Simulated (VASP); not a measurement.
A run of VASP 6.6.1 is set up as follows.

The input POSCAR:

```
Hg
1.0
   -1.8836423844      1.8836423844      1.8836423844
    1.8836423844     -1.8836423844      1.8836423844
    1.8836423844      1.8836423844     -1.8836423844
Hg
1
Direct
    0.0000000000      0.0000000000      0.0000000000
```

The input INCAR.step1:

```
PREC = Accurate ; ENCUT = 520
ISMEAR = 0 ; SIGMA = 0.05
LREAL = F ; LASPH = T
NELM = 150 ; MAGMOM = 0 0 0
LSORBIT = T ; GGA_COMPAT = F
NBANDS = 23 ; GGA = PE
ALGO = Normal ; EDIFF = 1E-4
LWAVE = T ; LCHARG = F
```

The input INCAR.step2:

```
PREC = Accurate ; ENCUT = 520
EDIFF = 1E-6 ; ISMEAR = 0
SIGMA = 0.05 ; LREAL = F
LASPH = T ; NELM = 150
ALGO = Normal ; ISIF = 2
LWAVE = F ; LCHARG = F
MAGMOM = 0 0 0 ; LORBIT = 11
LSORBIT = T ; GGA_COMPAT = F
LORBMOM = T ; METAGGA = R2SCAN
LMIXTAU = T ; NBANDS = 23
ISTART = 1
```

Contents of KPOINTS:

```
regular mesh
0
Gamma
  10 10 10
```

Potentials or basis: VASP PAW PBE potentials, release 64 (Hg).

Command:

```sh
$ cat potpaw_PBE.64/Hg/POTCAR > POTCAR
$ cp INCAR.step1 INCAR
$ mpirun -np 1 vasp_ncl > vasp.out
$ cp INCAR.step2 INCAR
$ mpirun -np 1 vasp_ncl > vasp.out
```

(1) Predict the net moment.

(2) Estimate the pressure.

Answers

(1) 0.00 μB per cell.

(2) 0.1 GPa.

Caveat: the PAW data sets were made with another functional, which shifts forces and pressure a little.
